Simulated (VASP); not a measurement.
Write the native input for VASP 6.6.1 that does the following.

- Task: single point
- Functional: PBEsol
- Potentials or basis: VASP PAW PBE potentials, release 64 (W_sv, C)
- Cutoff: 520 eV
- k mesh: 2 × 2 × 2
- Occupations: fermi-dirac, width 0.36 eV
- Spin: no spin polarisation
- Dipole correction: no
- Further INCAR settings: LREAL = Auto; ALGO = Normal; EDIFF = 1e-06; NBANDS = 86

The structure of WC lies in POSCAR:

```
WC
1.0
   -3.0444810000     -5.2731960000      0.0000000000
    4.5667220000     -2.6365980000      0.0000000000
    0.0000000000      0.0000000000      5.9459940000
W C
8 8
Direct
    0.7540555190      0.5055065100      0.0004877233
    0.7276060258      0.4992383423      0.5123281322
    0.5547952939      0.0096926704      0.0213757363
    0.4987139389      0.0374284030      0.5002695933
    0.2345496093      0.4928221664      0.0141103405
    0.2269977260      0.4940064808      0.4673566775
    0.0133623222      0.0012659707     -0.0279515923
   -0.0074538471     -0.0326915227      0.5156412872
    0.4759571120      0.6599355915      0.2808781845
    0.4472323507      0.6251071106      0.7665328959
    0.2239205024      0.1948053144      0.2366130877
    0.3154623101      0.1075649031      0.7831323072
    0.0135821911      0.6975573995      0.2406998729
   -0.0242239743      0.6432295573      0.7192405509
    0.7542927812      0.2321424516      0.2065424217
    0.7534592139      0.0616179967      0.7111006167
```

These files were run (other wordings do the same):

INCAR

```
PREC     = Accurate       # precision mode
ENCUT    = 520            # plane-wave cutoff, eV
EDIFF    = 1E-6           # SCF threshold, eV
ISMEAR   = -1             # smearing method
SIGMA    = 0.36           # smearing width, eV
LREAL    = Auto         
LASPH    = T              # aspherical terms in the spheres
NELM     = 80             # most SCF steps
ALGO     = Normal         # electronic algorithm
ISIF     = 2              # what is computed and relaxed
LWAVE    = F              # write WAVECAR
LCHARG   = F              # write CHGCAR
GGA      = PS             # functional
NBANDS   = 86             # bands
```

KPOINTS

```
regular mesh
0
Gamma
  2 2 2
```

Potentials or basis: VASP PAW PBE potentials, release 64 (W_sv, C).

Command:

```console
$ cat potpaw_PBE.64/W_sv/POTCAR potpaw_PBE.64/C/POTCAR > POTCAR
$ mpirun -np 1 vasp_std > vasp.out
```

Results of the run:

```json
{
  "Pressure": "-20.4 GPa",
  "Largest force": "5.214 eV/Å",
  "Band gap on the k mesh": "zero (band 72 reaches 9.47 eV, above the bottom of band 73 at 9.30 eV)"
}
```

Caveat: the k points lie up to 0.60 Å⁻¹ apart; the PAW data sets were made with another functional, which shifts forces and pressure a little; spin-orbit coupling is left out, which moves the levels of the heavy elements.

Wall time 110 s on 1 thread of Intel(R) Xeon(R) 6975P-C (Granite Rapids) (shared host), peak memory 0.33 GiB.
